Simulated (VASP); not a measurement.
A run of VASP 6.6.1 is set up as follows.

The input INCAR:

```
SYSTEM = CaI2
  ALGO = Normal
  EDIFF = 1E-8
  ENCUT = 520
  GGA = CA
  ISIF = 2
  ISMEAR = -1
  LASPH = .TRUE.
  LCHARG = .FALSE.
  LEFG = .TRUE.
  LREAL = .FALSE.
  LWAVE = .FALSE.
  NBANDS = 19
  NELM = 80
  PREC = Accurate
  SIGMA = 0.03
```

File KPOINTS:

```
k-points
0
G
  7 7 4
  0 0 0
```

POSCAR

```
CaI2
1.0
    4.2432574009      0.0000000000      0.0000000000
   -2.1216287004      3.6747687040      0.0000000000
    0.0000000000      0.0000000000      6.5707400487
Ca I
1 2
Direct
    0.0000000000      0.0000000000      0.0000000000
    0.3333333333      0.6666666667      0.2698947247
    0.6666666667      0.3333333333      0.7301052753
```

Potentials or basis: VASP PAW LDA potentials, release 64 (Ca_sv, I).

Run with:

```sh
$ cat potpaw_LDA.64/Ca_sv/POTCAR potpaw_LDA.64/I/POTCAR > POTCAR
$ mpirun -np 1 vasp_std > vasp.out
```

(1) Predict the pressure.

(2) What does it give for the band gap on the k mesh?

(3) Estimate the largest force.

Answers

(1) 1.8 GPa.

(2) 2.86 eV (least direct gap 3.89 eV).

(3) 0.030 eV/Å.

Caveat: without QUAD_EFG the Cq values of the log hold for a quadrupole moment of 1 mb, not for the nuclei; spin-orbit coupling is left out, which moves the levels of the heavy elements; an odd mesh through Γ misses points on the zone boundary, where band edges can lie.
